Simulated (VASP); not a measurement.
# W (Pbcm) in VASP: notebook, part 2 of 2

VASP 6.6.1. Earlier steps stand in the parts before.

## 4. Single point, PBEsol

This run uses another cell than the first one, of 18.08 Å³/atom, 1.049 times its volume.

File INCAR:

```
PREC = Accurate
ENCUT = 520
EDIFF = 1E-7
ISMEAR = 0
SIGMA = 0.1
LREAL = F
LASPH = T
NELM = 80
ALGO = Normal
ISIF = 2
LWAVE = F
LCHARG = T
GGA = PS
LELF = T
LVHAR = T
NBANDS = 36
```

File KPOINTS:

```
Automatic mesh
0
Gamma
  8 5 5
```

File POSCAR:

```
W
1.0
    2.8782172113      0.0000000000      0.0000000000
    0.0000000000      4.9825474905      0.0000000000
    0.0000000000      0.0000000000      5.0438322090
W
4
Direct
    0.7931720000      0.5631570000      0.2500000000
    0.2068280000      0.0631570000      0.2500000000
    0.2068280000      0.4368430000      0.7500000000
    0.7931720000      0.9368430000      0.7500000000
```

Potentials or basis: VASP PAW PBE potentials, release 64 (W_sv).

Command:

```sh
> cat potpaw_PBE.64/W_sv/POTCAR > POTCAR
> mpirun -np 1 vasp_std > vasp.out
```

OUTCAR:

```text
PREC = Accurate
   ENCUT = 520
   EDIFF = 1E-7
   ISMEAR = 0
   LREAL = F
   LASPH = T
   NELM = 80
   ISIF = 2
   GGA = PS

 ion  position               nearest neighbor table
   1  0.793  0.563  0.250-   2 2.76   2 2.76   3 2.86   3 2.86   2 3.01   2 3.01   3 3.10   3 3.10
                             4 3.13   4 3.13
   2  0.207  0.063  0.250-   1 2.76   1 2.76   4 2.86   4 2.86   1 3.01   1 3.01   4 3.10   4 3.10
                             3 3.13   3 3.13
   3  0.207  0.437  0.750-   4 2.76   4 2.76   1 2.86   1 2.86   4 3.01   4 3.01   1 3.10   1 3.10
                             2 3.13   2 3.13
   4  0.793  0.937  0.750-   3 2.76   3 2.76   2 2.86   2 2.86   3 3.01   3 3.01   2 3.10   2 3.10
                             1 3.13   1 3.13

  LATTYP: Found a simple orthorhombic cell.
 ALAT       =     2.8782172113
 B/A-ratio  =     1.7311228183
 C/A-ratio  =     1.7524154151

  Lattice vectors:

 A1 = (   2.8782172113,   0.0000000000,   0.0000000000)
 A2 = (   0.0000000000,   4.9825474905,   0.0000000000)
 A3 = (   0.0000000000,   0.0000000000,   5.0438322090)

Analysis of symmetry for initial positions (statically):
=====================================================================
 Subroutine PRICEL returns:
 Original cell was already a primitive cell.

 Routine SETGRP: Setting up the symmetry group for a
 simple orthorhombic supercell.

 Subroutine GETGRP returns: Found  8 space group operations
 (whereof  2 operations were pure point group operations)
 out of a pool of  8 trial point group operations.

The static configuration has the point symmetry S_2 .
 The point group associated with its full space group is D_2h.

Analysis of symmetry for dynamics (positions and initial velocities):
=====================================================================
 Subroutine PRICEL returns:
 Original cell was already a primitive cell.

 Routine SETGRP: Setting up the symmetry group for a
 simple orthorhombic supercell.

 Subroutine GETGRP returns: Found  8 space group operations
 (whereof  2 operations were pure point group operations)
 out of a pool of  8 trial point group operations.

The dynamic configuration has the point symmetry S_2 .
 The point group associated with its full space group is D_2h.

 Subroutine INISYM returns: Found  8 space group operations
 (whereof  2 operations are pure point group operations),
 and found     1 'primitive' translations

----------------------------------------------------------------------------------------

                                     Primitive cell

  volume of cell :      72.3329

  direct lattice vectors                    reciprocal lattice vectors
     2.878217211  0.000000000  0.000000000     0.347437294  0.000000000  0.000000000
     0.000000000  4.982547491  0.000000000     0.000000000  0.200700546  0.000000000
     0.000000000  0.000000000  5.043832209     0.000000000  0.000000000  0.198261948

  length of vectors
     2.878217211  4.982547491  5.043832209     0.347437294  0.200700546  0.198261948

  position of ions in fractional coordinates (direct lattice)
     0.793172000  0.563157000  0.250000000
     0.206828000  0.063157000  0.250000000
     0.206828000  0.436843000  0.750000000
[... 32 lines left out ...]

 Found     45 irreducible k-points:

 Following reciprocal coordinates:
            Coordinates               Weight
  0.000000  0.000000  0.000000      1.000000
  0.125000  0.000000  0.000000      2.000000
  0.250000  0.000000  0.000000      2.000000
  0.375000  0.000000  0.000000      2.000000
  0.500000  0.000000  0.000000      1.000000
  0.000000  0.200000  0.000000      2.000000
[... 16 lines left out ...]
  0.250000  0.200000  0.200000      8.000000
  0.375000  0.200000  0.200000      8.000000
 [... further k-points ...]
   k-points           NKPTS =     45   k-points in BZ     NKDIM =     45   number of bands    NBANDS=     36
   number of dos      NEDOS =    301   number of ions     NIONS =      4
   total plane-waves  NPLWV =  38400
   dimension x,y,z NGX =    24 NGY =   40 NGZ =   40
   dimension x,y,z NGXF=    48 NGYF=   80 NGZF=   80
   ions per type =               4
   NGX,Y,Z   is equivalent  to a cutoff of  13.86, 13.35, 13.18 a.u.
   NGXF,Y,Z  is equivalent  to a cutoff of  27.72, 26.69, 26.37 a.u.
 SYSTEM =  unknown system
   PREC   = accura    normal or accurate (medium, high low for compatibility)
   ISTART =      0    job   : 0-new  1-cont  2-samecut
   ICHARG =      2    charge: 1-file 2-atom 10-const
   ISPIN  =      1    spin polarized calculation?
   LNONCOLLINEAR =      F non collinear calculations
   LSORBIT =      F    spin-orbit coupling
   LASPH  =      T    aspherical Exc in radial PAW
   ENCUT  =  520.0 eV  38.22 Ry    6.18 a.u.   5.35  9.26  9.38*2*pi/ulx,y,z
   NELM   =     80;   NELMIN=  2; NELMDL= -5     # of ELM steps
   EDIFF  = 0.1E-06   stopping-criterion for ELM
   LREAL  =      F    real-space projection
   EDIFFG = 0.1E-05   stopping-criterion for IOM
   NSW    =      0    number of steps for IOM
   IBRION =     -1    ionic relax: 0-MD 1-quasi-New 2-CG
   NFREE  =      0    steps in history (QN), initial steepest desc. (CG)
   ISIF   =      2    stress and relaxation
   ISYM   =      2    0-nonsym 1-usesym 2-fastsym
   POTIM  = 0.5000    time-step for ionic-motion
   TEBEG  =    0.0;   TEEND  =   0.0 temperature during run
   PSTRESS=    0.0 pullay stress
   NELECT =      56.0000    total number of electrons
   NUPDOWN=      -1.0000    fix difference up-down
   EMIN   =  10.00;   EMAX   =-10.00  energy-range for DOS
   EFERMI =   0.00;   METHOD = LEGACY
   ISMEAR =     0;   SIGMA  =   0.10  broadening in eV -4-tet -1-fermi 0-gaus
   EFERMI_NEDOS =   21; number of points for ismear=-14 and -15
   IALGO  =     38    algorithm
   IMIX   =      4    mixing-type and parameters
     AMIX     =   0.40;   BMIX     =  1.00
     AMIX_MAG =   1.60;   BMIX_MAG =  1.00
  volume/ion in A,a.u.               =      18.08       122.03
  Fermi-wavevector in a.u.,A,eV,Ry     =   1.503231  2.840694 30.745118  2.259702
  Thomas-Fermi vector in A             =   2.614368
   LORBIT       =      0    0 simple, 1 ext, 2 COOP (PROOUT), +10 PAW based schemes
   GGA     = PS    functional components
   LHFCALC =     F    Hartree Fock is set to
   AEXX    =    0.0000 exact exchange contribution
   IVDW    =     0    specifies the selected vdW correction
   LEPSILON=     F    determine dielectric tensor
   LRPA    =     F    only Hartree local field effects (RPA)
 non-spin polarized calculation
 Gauss-broadening in eV      SIGMA  =   0.10
  energy-cutoff  :      520.00
  volume of cell :       72.33
 maximum number of plane-waves:      1968
 NGX is ok and might be reduce to    24
   NGX = 11   NGY = 19   NGZ = 19

 number of electron      55.9999991 magnetization

 Free energy of the ion-electron system (eV)
  ---------------------------------------------------
  ext. energy  EPLUGINS =         0.00000000
  ---------------------------------------------------
  free energy    TOTEN  =       -52.49470150 eV

  energy without entropy =      -52.47327322  energy(sigma->0) =      -52.48398736

 E-fermi :   9.1796     XC(G=0): -13.0014

 val. band max:        9.1697494068   @ k =   0.3750   0.4000   0.4000
 cond. band min:       9.1903197770   @ k =   0.1250   0.4000   0.0000
 fundamental gap:      0.0205703703
 Fermi energy:         9.1795522078

 k-point     1 :       0.0000    0.0000    0.0000
  band No.  band energies     occupation
      1     -64.7560      2.00000
      2     -64.7011      2.00000
      3     -64.6766      2.00000
      4     -64.6415      2.00000
      5     -29.3570      2.00000
      6     -29.3278      2.00000
[... 925 lines left out ...]
     35      12.6562      0.00000
     36      13.0486      0.00000

 [... further k-points ...]

------------------------ aborting loop because EDIFF is reached ----------------------------------------

  FORCE on cell =-STRESS in cart. coord.  units (eV):
  Direction    XX          YY          ZZ          XY          YZ          ZX
  --------------------------------------------------------------------------------------
  -------------------------------------------------------------------------------------
  Total      -12.7368904    -11.6364675    -10.8506313      0.0000000      0.0000000      0.0000000
  in kB     -282.1229079   -257.7484716   -240.3421519      0.0000000      0.0000000      0.0000000
  external PRESSURE =    -260.0711771 kB  Pullay stress =       0.0000000 kB

 VOLUME and BASIS-vectors are now :
 -----------------------------------------------------------------------------
  energy-cutoff  :      520.00
  volume of cell :       72.33
      direct lattice vectors                 reciprocal lattice vectors
     2.878217211  0.000000000  0.000000000     0.347437294  0.000000000  0.000000000
     0.000000000  4.982547491  0.000000000     0.000000000  0.200700546  0.000000000
     0.000000000  0.000000000  5.043832209     0.000000000  0.000000000  0.198261948

 POSITION                                       TOTAL-FORCE (eV/Angst)
 -----------------------------------------------------------------------------------
      2.28292      2.80596      1.26096         0.282526     -0.054723      0.000000
      0.59530      0.31468      1.26096        -0.282526     -0.054723      0.000000
      0.59530      2.17659      3.78287        -0.282526      0.054723      0.000000
      2.28292      4.66786      3.78287         0.282526      0.054723      0.000000
 -----------------------------------------------------------------------------------
    total drift:                                0.000000     -0.000000     -0.000000

  FREE ENERGIE OF THE ION-ELECTRON SYSTEM (eV)
  ---------------------------------------------------
  free  energy   TOTEN  =       -52.4947014978 eV

  energy  without entropy=      -52.4732732179  energy(sigma->0) =      -52.48398736
```

OSZICAR:

```text
N       E                     dE             d eps       ncg     rms          rms(c)
DAV:   1     0.712711767888E+03    0.71271E+03   -0.33538E+04  3240   0.180E+03
DAV:   2    -0.179186475851E+02   -0.73063E+03   -0.71707E+03  3408   0.568E+02
DAV:   3    -0.544725939972E+02   -0.36554E+02   -0.34954E+02  3908   0.121E+02
DAV:   4    -0.555067673941E+02   -0.10342E+01   -0.10181E+01  3924   0.188E+01
DAV:   5    -0.555231936647E+02   -0.16426E-01   -0.16389E-01  3932   0.258E+00    0.338E+01
DAV:   6    -0.530589196363E+02    0.24643E+01   -0.39025E+00  3736   0.136E+01    0.119E+01
DAV:   7    -0.525170323225E+02    0.54189E+00   -0.17104E+00  3964   0.808E+00    0.128E+00
DAV:   8    -0.524955681311E+02    0.21464E-01   -0.43559E-02  3720   0.151E+00    0.247E-01
DAV:   9    -0.524946899034E+02    0.87823E-03   -0.31926E-03  4228   0.311E-01    0.981E-02
DAV:  10    -0.524947053121E+02   -0.15409E-04   -0.12397E-04  3816   0.698E-02    0.254E-02
DAV:  11    -0.524947032213E+02    0.20908E-05   -0.40818E-05  3844   0.439E-02    0.142E-02
DAV:  12    -0.524947017526E+02    0.14687E-05   -0.17110E-06  3804   0.937E-03    0.156E-03
DAV:  13    -0.524947015388E+02    0.21379E-06   -0.73265E-08  2296   0.216E-03    0.915E-04
DAV:  14    -0.524947014978E+02    0.41070E-07   -0.15349E-08  2036   0.111E-03
   1 F= -.52494701E+02 E0= -.52483987E+02  d E =-.214283E-01
```

Run time: 72 s. Hardware: 1 thread of AMD EPYC 9R45 (Zen 5), shared host; peak memory 0.2 GiB.

What came out:

* Free energy: -52.4947 eV
* Pressure: -26.0 GPa
* Largest force: 0.288 eV/Å
* Band gap on the k mesh: zero (band 28 reaches 10.02 eV, above the bottom of band 29 at 8.92 eV)

Forces on the atoms (eV/Å):
```
W    0.283 -0.055  0.000
W   -0.283 -0.055  0.000
W   -0.283  0.055  0.000
W    0.283  0.055  0.000
```

Caveat: the PAW data sets were made with another functional, which shifts forces and pressure a little; spin-orbit coupling is left out, which moves the levels of the heavy elements.

## 5. Single point, PBEsol

This run uses another cell than the first one, of 18.50 Å³/atom, 1.073 times its volume.

File INCAR:

```
  PREC = Accurate
  ENCUT = 520
  EDIFF = 1E-6
  ISMEAR = 0
  SIGMA = 0.1
  LREAL = F
  LASPH = T
  NELM = 80
  ALGO = Normal
  ISIF = 2
  LWAVE = F
  LCHARG = F
  GGA = PS
  NBANDS = 36
```

KPOINTS is that of step 4.

File POSCAR:

```
W
1.0
    2.9003582138      0.0000000000      0.0000000000
    0.0000000000      5.0208762852      0.0000000000
    0.0000000000      0.0000000000      5.0826324431
W
4
Direct
    0.7931720000      0.5631570000      0.2500000000
    0.2068280000      0.0631570000      0.2500000000
    0.2068280000      0.4368430000      0.7500000000
    0.7931720000      0.9368430000      0.7500000000
```

Potentials or basis: VASP PAW PBE potentials, release 64 (W_sv).

Command:

```sh
> cat potpaw_PBE.64/W_sv/POTCAR > POTCAR
> mpirun -np 1 vasp_std > vasp.out
```

OUTCAR:

```text
PREC = Accurate
   ENCUT = 520
   EDIFF = 1E-6
   ISMEAR = 0
   LREAL = F
   LASPH = T
   NELM = 80
   ISIF = 2
   GGA = PS

 ion  position               nearest neighbor table
   1  0.793  0.563  0.250-   2 2.78   2 2.78   3 2.88   3 2.88   2 3.03   2 3.03   3 3.12   3 3.12
                             4 3.16   4 3.16
   2  0.207  0.063  0.250-   1 2.78   1 2.78   4 2.88   4 2.88   1 3.03   1 3.03   4 3.12   4 3.12
                             3 3.16   3 3.16
   3  0.207  0.437  0.750-   4 2.78   4 2.78   1 2.88   1 2.88   4 3.03   4 3.03   1 3.12   1 3.12
                             2 3.16   2 3.16
   4  0.793  0.937  0.750-   3 2.78   3 2.78   2 2.88   2 2.88   3 3.03   3 3.03   2 3.12   2 3.12
                             1 3.16   1 3.16

  LATTYP: Found a simple orthorhombic cell.
 ALAT       =     2.9003582138
 B/A-ratio  =     1.7311228183
 C/A-ratio  =     1.7524154151

  Lattice vectors:

 A1 = (   2.9003582138,   0.0000000000,   0.0000000000)
 A2 = (   0.0000000000,   5.0208762852,   0.0000000000)
 A3 = (   0.0000000000,   0.0000000000,   5.0826324431)

Analysis of symmetry for initial positions (statically):
=====================================================================
 Subroutine PRICEL returns:
[... 181 lines left out ...]
 cond. band min:       8.8984119077   @ k =   0.5000   0.2000   0.0000
 fundamental gap:      0.0175446307
 Fermi energy:         8.8832855053

 k-point     1 :       0.0000    0.0000    0.0000
  band No.  band energies     occupation
      1     -65.0909      2.00000
      2     -65.0417      2.00000
      3     -65.0194      2.00000
      4     -64.9878      2.00000
      5     -29.6437      2.00000
      6     -29.6216      2.00000
[... 925 lines left out ...]
     35      12.2597      0.00000
     36      12.6371      0.00000

 [... further k-points ...]

------------------------ aborting loop because EDIFF is reached ----------------------------------------

  FORCE on cell =-STRESS in cart. coord.  units (eV):
  Direction    XX          YY          ZZ          XY          YZ          ZX
  --------------------------------------------------------------------------------------
  -------------------------------------------------------------------------------------
  Total      -14.9078845    -13.8302186    -12.7723361     -0.0000000      0.0000000      0.0000000
  in kB     -322.7057749   -299.3779180   -276.4783037     -0.0000000      0.0000000      0.0000000
  external PRESSURE =    -299.5206655 kB  Pullay stress =       0.0000000 kB

 VOLUME and BASIS-vectors are now :
 -----------------------------------------------------------------------------
  energy-cutoff  :      520.00
  volume of cell :       74.02
      direct lattice vectors                 reciprocal lattice vectors
     2.900358214  0.000000000  0.000000000     0.344784998  0.000000000  0.000000000
     0.000000000  5.020876285  0.000000000     0.000000000  0.199168421  0.000000000
     0.000000000  0.000000000  5.082632443     0.000000000  0.000000000  0.196748439

 POSITION                                       TOTAL-FORCE (eV/Angst)
 -----------------------------------------------------------------------------------
      2.30048      2.82754      1.27066         0.366819     -0.064610      0.000000
      0.59988      0.31710      1.27066        -0.366819     -0.064610     -0.000000
      0.59988      2.19333      3.81197        -0.366819      0.064610     -0.000000
      2.30048      4.70377      3.81197         0.366819      0.064610      0.000000
 -----------------------------------------------------------------------------------
    total drift:                                0.000000     -0.000000     -0.000000

  FREE ENERGIE OF THE ION-ELECTRON SYSTEM (eV)
  ---------------------------------------------------
  free  energy   TOTEN  =       -52.2012703307 eV

  energy  without entropy=      -52.1792836612  energy(sigma->0) =      -52.19027700
```

stdout:

```text
POSCAR found type information on POSCAR W
 POSCAR found :  1 types and       4 ions
 scaLAPACK will be used
 -----------------------------------------------------------------------------
|                                                                             |
|                                                                             |
|     You enforced a specific xc type in the INCAR file but a different       |
|     I HOPE YOU KNOW WHAT YOU ARE DOING!                                     |
|                                                                             |
 -----------------------------------------------------------------------------

 LDA part: xc-table for (Slater+PW92), standard interpolation
 POSCAR, INCAR and KPOINTS ok, starting setup
 FFT: planning ... GRIDC
 FFT: planning ... GRID_SOFT
 FFT: planning ... GRID
 WAVECAR not read
 entering main loop
```

It took 64 s on 1 thread of AMD EPYC 9R45 (Zen 5), shared host; peak memory 0.19 GiB.

What came out:

```
Free energy            : -52.2013 eV
Pressure               : -30.0 GPa
Largest force          : 0.372 eV/Å
Band gap on the k mesh : zero (band 28 reaches 9.68 eV, above the bottom of band 29 at 8.62 eV)
```

Forces on the atoms (eV/Å):
```
W    0.367 -0.065  0.000
W   -0.367 -0.065  0.000
W   -0.367  0.065  0.000
W    0.367  0.065  0.000
```

Levels at points of the mesh, in eV from the Fermi level:
| k point | band 25 | band 26 | band 27 | band 28 | band 29 | band 30 | band 31 | band 32 |
| --- | --- | --- | --- | --- | --- | --- | --- | --- |
| (0.00, 0.00, 0.00) | -0.40 | -0.34 | -0.32 | -0.28 | -0.24 | -0.14 | 0.52 | 1.39 |
| (0.50, 0.00, 0.00) | -1.57 | -1.48 | -1.09 | -0.97 | 0.16 | 0.16 | 0.50 | 2.62 |

Caveat: the PAW data sets were made with another functional, which shifts forces and pressure a little; spin-orbit coupling is left out, which moves the levels of the heavy elements.

## 6. Overview

```csv
cell,gap on the mesh (eV),pressure (GPa),largest force (eV/Å)
"a = 2.833, b = 4.904, c = 4.964 Å, 4 atoms",none,-16.3,0.10
"a = 2.856, b = 4.944, c = 5.004 Å, 4 atoms",none,-21.5,0.20
"a = 2.878, b = 4.983, c = 5.044 Å, 4 atoms",none,-26.0,0.29
"a = 2.900, b = 5.021, c = 5.083 Å, 4 atoms",none,-30.0,0.37
```

Alike in all rows: task single point; level PBEsol; potentials or basis VASP PAW PBE potentials, release 64 (W_sv); no spin polarisation; k mesh 8 × 5 × 5; cutoff (eV) 520; smearing gaussian 0.1 eV.

Caveats: the PAW data sets were made with another functional, which shifts forces and pressure a little; spin-orbit coupling is left out, which moves the levels of the heavy elements.

Absolute energies hang on the potentials; compare differences alone.
